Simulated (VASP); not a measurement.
# Al2Pt (P-62m) in VASP: a series of runs, part 2 of 2

VASP 6.6.1. The steps go on from the part before.

## (3) Single point, PBE

This run uses another cell than the first one, of 15.37 Å³/atom.

INCAR reads:

```
SYSTEM = Al2Pt
ALGO     = Fast           ! electronic algorithm
EDIFF    = 1E-7           ! SCF threshold, eV
ENCUT    = 520            ! plane-wave cutoff, eV
GGA      = PE             ! functional
ISIF     = 2              ! what is computed and relaxed
ISMEAR   = 0              ! smearing method
LASPH    = .TRUE.         ! aspherical terms in the spheres
LCHARG   = .FALSE.        ! write CHGCAR
LREAL    = .FALSE.        ! projectors in reciprocal space
LWAVE    = .FALSE.        ! write WAVECAR
NBANDS   = 25             ! bands
NELM     = 80             ! most SCF steps
PREC     = Accurate       ! precision mode
SIGMA    = 0.1            ! smearing width, eV
```

KPOINTS reads:

```
k-points
0
G
  12 12 10
  0 0 0
```

POSCAR reads:

```
Al2Pt
1.0
    5.0133309103      0.0000000000      0.0000000000
   -2.5066654551      4.3416719259      0.0000000000
    0.0000000000      0.0000000000      4.2366178655
Al Pt
4 2
Direct
    0.3541896103      0.0000000000      0.5000000000
    0.0000000000      0.3541896103      0.5000000000
    0.6458103897      0.6458103897      0.5000000000
    0.0000000000      0.0000000000      0.0000000000
    0.3333333333      0.6666666667      0.0000000000
    0.6666666667      0.3333333333      0.0000000000
```

Potentials or basis: VASP PAW PBE potentials, release 64 (Al, Pt).

Launch:

```sh
$ cat potpaw_PBE.64/Al/POTCAR potpaw_PBE.64/Pt/POTCAR > POTCAR
$ mpirun -np 1 vasp_std > vasp.out
```

OUTCAR:

```text
SYSTEM = Al2Pt
   EDIFF = 1E-7
   ENCUT = 520
   GGA = PE
   ISIF = 2
   ISMEAR = 0
   LASPH = .TRUE.
   LREAL = .FALSE.
   NELM = 80
   PREC = Accurate

 ion  position               nearest neighbor table
   1  0.354  0.000  0.500-   5 2.67   5 2.67   6 2.67   6 2.67   4 2.76   4 2.76   3 2.81   3 2.81
                             2 2.81   2 2.81   2 3.08   3 3.08
   2  0.000  0.354  0.500-   6 2.67   6 2.67   5 2.67   5 2.67   4 2.76   4 2.76   3 2.81   1 2.81
[... 890 lines left out ...]
  -------------------------------------------------------------------------------------
  Total       -0.0848707     -0.0848707     -0.1006204     -0.0000000      0.0000000      0.0000000
  in kB       -1.4745716     -1.4745716     -1.7482117     -0.0000000      0.0000000      0.0000000
  external PRESSURE =      -1.5657849 kB  Pullay stress =       0.0000000 kB

 VOLUME and BASIS-vectors are now :
 -----------------------------------------------------------------------------
  energy-cutoff  :      520.00
  volume of cell :       92.22
      direct lattice vectors                 reciprocal lattice vectors
     5.013330910  0.000000000  0.000000000     0.199468182  0.115163008  0.000000000
    -2.506665455  4.341671926  0.000000000     0.000000000  0.230326017  0.000000000
     0.000000000  0.000000000  4.236617866     0.000000000  0.000000000  0.236037337

 POSITION                                       TOTAL-FORCE (eV/Angst)
 -----------------------------------------------------------------------------------
      1.77567      0.00000      2.11831         0.003830     -0.000000      0.000000
     -0.88783      1.53778      2.11831        -0.001915      0.003317      0.000000
      1.61883      2.80390      2.11831        -0.001915     -0.003317     -0.000000
      0.00000      0.00000      0.00000         0.000000     -0.000000      0.000000
     -0.00000      2.89445      0.00000         0.000000     -0.000000      0.000000
      2.50667      1.44722      0.00000         0.000000     -0.000000      0.000000
 -----------------------------------------------------------------------------------
    total drift:                               -0.000000     -0.000000      0.000000

  FREE ENERGIE OF THE ION-ELECTRON SYSTEM (eV)
  ---------------------------------------------------
  free  energy   TOTEN  =       -30.4677906091 eV

  energy  without entropy=      -30.4535766897  energy(sigma->0) =      -30.46068365
```

Wall time 1.8 min (1 thread of Intel Xeon 6975P-C (Granite Rapids), shared host); peak memory 0.37 GiB.

What came out:

| Quantity | Value |
| --- | --- |
| Free energy | -30.4678 eV |
| Pressure | -0.2 GPa |
| Largest force | 0.004 eV/Å |
| Band gap on the k mesh | zero (bands 16 and 17 overlap by 1.08 eV) |

Forces on the atoms (eV/Å):
```
Al   0.004  0.000  0.000
Al  -0.002  0.003  0.000
Al  -0.002 -0.003  0.000
Al   0.000  0.000  0.000
Pt   0.000  0.000  0.000
Pt   0.000  0.000  0.000
```

Levels at points of the mesh, in eV from the Fermi level:
```
           k point  band 13  band 14  band 15  band 16  band 17  band 18  band 19  band 20
(0.00, 0.00, 0.00)    -3.41    -2.08    -2.08    -0.53    -0.53     0.13     0.57     3.47
(0.50, 0.00, 0.00)    -2.49    -2.05    -0.20     0.01     0.58     1.82     2.42     2.63
(0.00, 0.00, 0.50)    -2.70    -2.62    -0.72    -0.10    -0.10     0.65     0.65     1.80
(0.50, 0.00, 0.50)    -3.48    -2.98    -2.79    -2.37    -0.16     0.35     3.38     3.68
```

Caveat: spin-orbit coupling is left out, which moves the levels of the heavy elements.

## (4) Single point, PBE

This run uses another cell than the first one: it holds 12 atoms, not 6.

INCAR reads:

```
SYSTEM = Al2Pt
PREC     = Accurate       ! precision mode
ENCUT    = 520            ! plane-wave cutoff, eV
EDIFF    = 1E-6           ! SCF threshold, eV
ISMEAR   = 0              ! smearing method
SIGMA    = 0.2            ! smearing width, eV
LREAL    = .FALSE.        ! projectors in reciprocal space
LASPH    = .TRUE.         ! aspherical terms in the spheres
NELM     = 100            ! most SCF steps
ALGO     = Fast           ! electronic algorithm
ISIF     = 2              ! what is computed and relaxed
LWAVE    = .FALSE.        ! write WAVECAR
LCHARG   = .FALSE.        ! write CHGCAR
GGA      = PE             ! functional
NBANDS   = 44             ! bands
```

KPOINTS reads:

```
Automatic mesh
0
G
  6 4 4
  0 0 0
```

POSCAR reads:

```
Al2Pt
1.0
    0.0000000000      0.0000000000     -4.2366178655
    2.5066654551     -4.3416719259      0.0000000000
   -7.5199963654     -4.3416719259      0.0000000000
Al Pt
8 4
Direct
    0.5000000000      0.1770948052      0.8229051948
    0.5000000000      0.6770948052      0.3229051948
    0.5000000000      0.6458103897      1.0000000000
    0.5000000000      0.1458103897      0.5000000000
    0.5000000000      0.6770948052      0.6770948052
    0.5000000000      0.1770948052      0.1770948052
    0.0000000000      1.0000000000      1.0000000000
    0.0000000000      0.5000000000      0.5000000000
    0.0000000000      0.5000000000      0.8333333333
    0.0000000000      1.0000000000      0.3333333333
    0.0000000000      0.0000000000      0.6666666667
    0.0000000000      0.5000000000      0.1666666667
```

Potentials or basis: VASP PAW PBE potentials, release 64 (Al, Pt).

Launch:

```sh
$ cat potpaw_PBE.64/Al/POTCAR potpaw_PBE.64/Pt/POTCAR > POTCAR
$ mpirun -np 1 vasp_std > vasp.out
```

OUTCAR:

```text
SYSTEM = Al2Pt
   PREC = Accurate
   ENCUT = 520
   EDIFF = 1E-6
   ISMEAR = 0
   LREAL = .FALSE.
   LASPH = .TRUE.
   NELM = 100
   ISIF = 2
   GGA = PE

 ion  position               nearest neighbor table
   1  0.500  0.177  0.823-  11 2.67  11 2.67   9 2.67   9 2.67   7 2.76   7 2.76   4 2.81   5 2.81
                             5 2.81   3 2.81   3 3.08   6 3.08
   2  0.500  0.677  0.323-  12 2.67  12 2.67  10 2.67  10 2.67   8 2.76   8 2.76   3 2.81   6 2.81
                             6 2.81   4 2.81   4 3.08   5 3.08
   3  0.500  0.646  0.000-  12 2.67  12 2.67   9 2.67   9 2.67   7 2.76   7 2.76   5 2.81   2 2.81
                             6 2.81   1 2.81   1 3.08   6 3.08
   4  0.500  0.146  0.500-  11 2.67  11 2.67  10 2.67  10 2.67   8 2.76   8 2.76   6 2.81   1 2.81
                             5 2.81   2 2.81   2 3.08   5 3.08
   5  0.500  0.677  0.677-   9 2.67   9 2.67  11 2.67  11 2.67   8 2.76   8 2.76   3 2.81   1 2.81
                             1 2.81   4 2.81   4 3.08   2 3.08
   6  0.500  0.177  0.177-  10 2.67  10 2.67  12 2.67  12 2.67   7 2.76   7 2.76   4 2.81   2 2.81
                             2 2.81   3 2.81   3 3.08   1 3.08
   7  0.000  0.000  0.000-   3 2.76   3 2.76   1 2.76   1 2.76   6 2.76   6 2.76  11 2.89  10 2.89
                            12 2.89   9 2.89  12 2.89   9 2.89
   8  0.000  0.500  0.500-   4 2.76   4 2.76   2 2.76   2 2.76   5 2.76   5 2.76  12 2.89   9 2.89
                            11 2.89  10 2.89  11 2.89  10 2.89
   9  0.000  0.500  0.833-   5 2.67   5 2.67   1 2.67   1 2.67   3 2.67   3 2.67  11 2.89   8 2.89
                            11 2.89   7 2.89   7 2.89  12 2.89
  10  0.000  0.000  0.333-   6 2.67   6 2.67   2 2.67   2 2.67   4 2.67   4 2.67  12 2.89   7 2.89
                            12 2.89   8 2.89   8 2.89  11 2.89
  11  0.000  0.000  0.667-   1 2.67   1 2.67   5 2.67   5 2.67   4 2.67   4 2.67   9 2.89   7 2.89
                             9 2.89   8 2.89   8 2.89  10 2.89
  12  0.000  0.500  0.167-   2 2.67   2 2.67   6 2.67   6 2.67   3 2.67   3 2.67  10 2.89   8 2.89
                            10 2.89   7 2.89   7 2.89   9 2.89

  LATTYP: Found a simple orthorhombic cell.
 ALAT       =     4.2366178655
 B/A-ratio  =     1.1833332789
 C/A-ratio  =     2.0495933614

  Lattice vectors:

 A1 = (   0.0000000000,   0.0000000000,  -4.2366178655)
[... 199 lines left out ...]
 number of electron      64.0000009 magnetization

 Free energy of the ion-electron system (eV)
  ---------------------------------------------------
  ext. energy  EPLUGINS =         0.00000000
  ---------------------------------------------------
  free energy    TOTEN  =       -60.93982857 eV

  energy without entropy =      -60.82335878  energy(sigma->0) =      -60.88159367

 E-fermi :  10.1381     XC(G=0): -11.4073

 val. band max:       10.1340593761   @ k =   0.5000   0.0000   0.2500
 cond. band min:      10.1524944746   @ k =   0.0000   0.5000   0.5000
 fundamental gap:      0.0184350985
 Fermi energy:        10.1380928333

 k-point     1 :       0.0000    0.0000    0.0000
  band No.  band energies     occupation
      1      -1.6644      2.00000
      2       0.2538      2.00000
      3       0.4649      2.00000
      4       2.7767      2.00000
      5       3.3238      2.00000
      6       3.9780      2.00000
[... 1117 lines left out ...]
     43      15.3943      0.00000
     44      15.3943      0.00000

 [... further k-points ...]

------------------------ aborting loop because EDIFF is reached ----------------------------------------

  FORCE on cell =-STRESS in cart. coord.  units (eV):
  Direction    XX          YY          ZZ          XY          YZ          ZX
  --------------------------------------------------------------------------------------
  -------------------------------------------------------------------------------------
  Total       -0.2747311     -0.6622700      0.2926156      0.3356186      0.0000000      0.0000000
  in kB       -2.3866335     -5.7532471      2.5419988      2.9155729      0.0000000      0.0000000
  external PRESSURE =      -1.8659606 kB  Pullay stress =       0.0000000 kB

 VOLUME and BASIS-vectors are now :
 -----------------------------------------------------------------------------
  energy-cutoff  :      520.00
  volume of cell :      184.43
      direct lattice vectors                 reciprocal lattice vectors
     0.000000000  0.000000000 -4.236617866     0.000000000  0.000000000 -0.236037337
     2.506665455 -4.341671926  0.000000000     0.099734091 -0.172744512  0.000000000
    -7.519996365 -4.341671926  0.000000000    -0.099734091 -0.057581504  0.000000000

 POSITION                                       TOTAL-FORCE (eV/Angst)
 -----------------------------------------------------------------------------------
     -5.74433     -4.34167     -2.11831        -0.000273      0.020607      0.000000
     -0.73100     -4.34167     -2.11831        -0.000273      0.020607      0.000000
      1.61883     -2.80390     -2.11831         0.018788     -0.032542     -0.000000
     -3.39450     -2.80390     -2.11831         0.018788     -0.032542      0.000000
     -3.39450     -5.87945     -2.11831        -0.017710      0.010540     -0.000000
     -0.88783     -1.53778     -2.11831        -0.017710      0.010540     -0.000000
      0.00000      0.00000      0.00000        -0.002981      0.005162      0.000000
     -2.50667     -4.34167      0.00000        -0.002981      0.005162      0.000000
     -5.01333     -5.78890      0.00000         0.015120      0.006218     -0.000000
     -2.50667     -1.44722      0.00000         0.015120      0.006218     -0.000000
     -5.01333     -2.89445      0.00000        -0.012945     -0.009985      0.000000
     -0.00000     -2.89445      0.00000        -0.012945     -0.009985      0.000000
 -----------------------------------------------------------------------------------
    total drift:                                0.000000     -0.000000      0.000000

  FREE ENERGIE OF THE ION-ELECTRON SYSTEM (eV)
  ---------------------------------------------------
  free  energy   TOTEN  =       -60.9398285683 eV

  energy  without entropy=      -60.8233587784  energy(sigma->0) =      -60.88159367
```

OSZICAR:

```text
N       E                     dE             d eps       ncg     rms          rms(c)
DAV:   1     0.242327371531E+03    0.24233E+03   -0.27223E+04  3168   0.128E+03
DAV:   2    -0.494074703450E+02   -0.29173E+03   -0.26648E+03  3604   0.228E+02
DAV:   3    -0.637859816281E+02   -0.14379E+02   -0.13868E+02  3876   0.433E+01
DAV:   4    -0.640285783183E+02   -0.24260E+00   -0.24098E+00  3712   0.587E+00
DAV:   5    -0.640325395106E+02   -0.39612E-02   -0.39567E-02  3708   0.762E-01    0.206E+01
RMM:   6    -0.615652521549E+02    0.24673E+01   -0.16452E+01  3171   0.155E+01    0.937E+00
RMM:   7    -0.610400130088E+02    0.52524E+00   -0.15267E+00  3187   0.510E+00    0.459E+00
RMM:   8    -0.609476418661E+02    0.92371E-01   -0.19800E-01  3337   0.161E+00    0.103E+00
RMM:   9    -0.609402791886E+02    0.73627E-02   -0.51498E-02  3530   0.700E-01    0.407E-01
RMM:  10    -0.609398802646E+02    0.39892E-03   -0.77929E-03  3551   0.337E-01    0.128E-01
RMM:  11    -0.609398724836E+02    0.77810E-05   -0.41884E-03  3518   0.213E-01    0.845E-02
RMM:  12    -0.609398147910E+02    0.57693E-04   -0.73352E-04  3507   0.107E-01    0.211E-02
RMM:  13    -0.609398430787E+02   -0.28288E-04   -0.22430E-04  3687   0.516E-02    0.290E-02
RMM:  14    -0.609398274512E+02    0.15627E-04   -0.78771E-05  3438   0.353E-02    0.520E-03
RMM:  15    -0.609398285682E+02   -0.11170E-05   -0.17067E-05  3525   0.140E-02    0.421E-03
RMM:  16    -0.609398285683E+02   -0.75943E-10   -0.22941E-06  2341   0.606E-03
   1 F= -.60939829E+02 E0= -.60881594E+02  d E =-.116470E+00
```

stdout:

```text
POSCAR found type information on POSCAR AlPt
 POSCAR found :  2 types and      12 ions
 scaLAPACK will be used
 LDA part: xc-table for (Slater+PW92), standard interpolation
 POSCAR, INCAR and KPOINTS ok, starting setup
 FFT: planning ... GRIDC
 FFT: planning ... GRID_SOFT
 FFT: planning ... GRID
 WAVECAR not read
 entering main loop
```

It took 2.2 min on 1 thread of Intel Xeon 6975P-C (Granite Rapids), shared host; peak memory 0.42 GiB.

Results:

| Property | Result |
| --- | --- |
| Free energy | -60.9398 eV |
| Pressure | -0.2 GPa |
| Largest force | 0.038 eV/Å |
| Band gap on the k mesh | zero (bands 32 and 33 overlap by 0.77 eV) |

Forces on the atoms (eV/Å):
```
Al   0.000  0.021  0.000
Al   0.000  0.021  0.000
Al   0.019 -0.033  0.000
Al   0.019 -0.033  0.000
Al  -0.018  0.011  0.000
Al  -0.018  0.011  0.000
Al  -0.003  0.005  0.000
Al  -0.003  0.005  0.000
Pt   0.015  0.006  0.000
Pt   0.015  0.006  0.000
Pt  -0.013 -0.010  0.000
Pt  -0.013 -0.010  0.000
```

Levels at points of the mesh, in eV from the Fermi level:
| k point | band 29 | band 30 | band 31 | band 32 | band 33 | band 34 | band 35 | band 36 |
| --- | --- | --- | --- | --- | --- | --- | --- | --- |
| (0.00, 0.00, 0.00) | -2.04 | -0.52 | -0.52 | -0.19 | 0.01 | 0.14 | 0.57 | 0.58 |
| (0.50, 0.00, 0.00) | -2.61 | -2.36 | -0.72 | -0.15 | -0.09 | -0.09 | 0.35 | 0.66 |
| (0.00, 0.50, 0.00) | -0.57 | -0.57 | 0.28 | 0.28 | 0.46 | 0.46 | 0.68 | 0.68 |
| (0.50, 0.50, 0.00) | -2.98 | -2.98 | -2.11 | -2.11 | 0.68 | 0.68 | 1.62 | 1.62 |
| (0.00, 0.00, 0.50) | -1.97 | -1.97 | 0.18 | 0.18 | 0.70 | 0.70 | 0.89 | 0.89 |
| (0.50, 0.00, 0.50) | -1.70 | -1.70 | -1.04 | -1.04 | -0.10 | -0.10 | 0.09 | 0.09 |
| (0.00, 0.50, 0.50) | -0.19 | -0.19 | 0.01 | 0.01 | 0.58 | 0.58 | 1.83 | 1.83 |
| (0.50, 0.50, 0.50) | -2.78 | -2.78 | -2.37 | -2.37 | -0.14 | -0.14 | 0.35 | 0.35 |

Caveat: spin-orbit coupling is left out, which moves the levels of the heavy elements.

## (5) Overview

```csv
cell,k mesh,smearing,further INCAR settings,gap on the mesh (eV),pressure (GPa),largest force (eV/Å)
"a = 4.999, b = 4.999, c = 4.249 Å, angles 90.0, 90.0, 120.0°, 6 atoms, atomic positions A",6 × 6 × 4,gaussian 0.1 eV,ALGO = Fast; EDIFF = 1e-06; NBANDS = 25,none,-0.2,0.01
"a = 5.013, b = 5.013, c = 4.237 Å, angles 90.0, 90.0, 120.0°, 6 atoms, atomic positions A",12 × 12 × 10,gaussian 0.1 eV,ALGO = Fast; EDIFF = 1e-07; NBANDS = 25,none,-0.2,-
"a = 4.237, b = 5.013, c = 8.683 Å, 12 atoms, atomic positions B",6 × 4 × 4,gaussian 0.2 eV,ALGO = Fast; EDIFF = 1e-06; NBANDS = 44,none,-0.2,0.04
```

Alike in all rows: task single point; level PBE; potentials or basis VASP PAW PBE potentials, release 64 (Al, Pt); no spin polarisation; cutoff (eV) 520.

Caveats: some runs use coarse meshes; spin-orbit coupling is left out, which moves the levels of the heavy elements.

Absolute energies hang on the potentials; compare differences alone.
